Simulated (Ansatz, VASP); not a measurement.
One calculation of SiC, two programs

```
Si C
1.0
     3.09500    0.00000    0.00000
    -1.54750    2.68035    0.00000
     0.00000    0.00000   15.17000
Si C
6 6
Cartesian
  1.5475 0.8934 6.9524
  0.0000 1.7869 14.5374
  1.5475 0.8934 12.0101
  0.0000 1.7869 4.4251
  0.0000 0.0000 9.4812
  0.0000 0.0000 1.8962
  1.5475 0.8934 5.0562
  0.0000 1.7869 12.6412
  1.5475 0.8934 10.1138
  0.0000 1.7869 2.5288
  0.0000 0.0000 7.5850
  0.0000 0.0000 0.0000
```

Alike in both runs: task relaxation of cell and atoms; functional BLYP; k mesh 10 × 10 × 2; occupations fermi-dirac, width 0.05 eV; no spin polarisation.

```csv
,VASP,Ansatz
version,VASP 6.6.1,Ansatz 0.2.0
potentials or method,"VASP PAW PBE potentials, release 64 (Si, C)",Ansatz PAW
plane-wave cutoff (eV),600,420
valence electrons in the cell,48,48
```

VASP gave:

| Property | Result |
| --- | --- |
| gap on the k mesh at the Fermi level, each at its own relaxed structure (eV) | 2.34 |
| relaxed volume (Å³/atom) | 10.76 |
| relaxed length of the cell vector where the two differ most in proportion (Å) | 15.315 |

Estimate Ansatz's values.

gap on the k mesh at the Fermi level, each at its own relaxed structure (eV): 2.33; relaxed volume (Å³/atom): 10.73; relaxed length of the cell vector where the two differ most in proportion (Å): 15.301.

VASP's potentials were made for PBE, not for BLYP.

Noted on Ansatz's run: the plane-wave basis is chosen anew once the cell has moved, so the energies of steps on either side of that aren't comparable.
